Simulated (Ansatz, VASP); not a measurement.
**One calculation of LuBeSi4, two programs**

```
Lu Be Si
1.0
     4.81551    0.00000    0.00000
    -2.40776    4.17035    0.00000
     0.00000    0.00000    9.52779
Lu Be Si
1 1 4
Cartesian
  0.0000 0.0000 4.7639
  0.0000 0.0000 0.0000
  0.0000 0.0000 2.1411
  0.0000 0.0000 7.3867
  0.0000 2.7802 4.7639
  2.4078 1.3901 4.7639
```

Alike in both runs: functional PBE; k mesh 12 × 12 × 4; occupations gaussian, width 0.1 eV; no spin polarisation.

Ansatz relaxed the structure, and its values are those at the end. VASP's run is a single point on that final structure, the one shown.

```csv
,VASP,Ansatz
version,VASP 6.6.1,Ansatz 0.2.0
potentials or method,"VASP PAW PBE potentials, release 64 (Lu, Be, Si), cutoff 520 eV","scalar-relativistic, plane waves, PAW"
valence electrons in the cell,43,43
```

Ansatz gave:

- gap on the k mesh at the Fermi level (eV): none
- pressure (GPa): 0.0
- rms of the force components (eV/Å): 0.001

Problem. Estimate VASP's values.

Solution. gap on the k mesh at the Fermi level (eV): none; pressure (GPa): 0.1; rms of the force components (eV/Å): 0.009.

A gap of «none» marks a metal or a gap that the smearing closes. The functional is the same, so the differences come from potentials, cutoffs and numerics.

Spin-orbit coupling is off throughout.
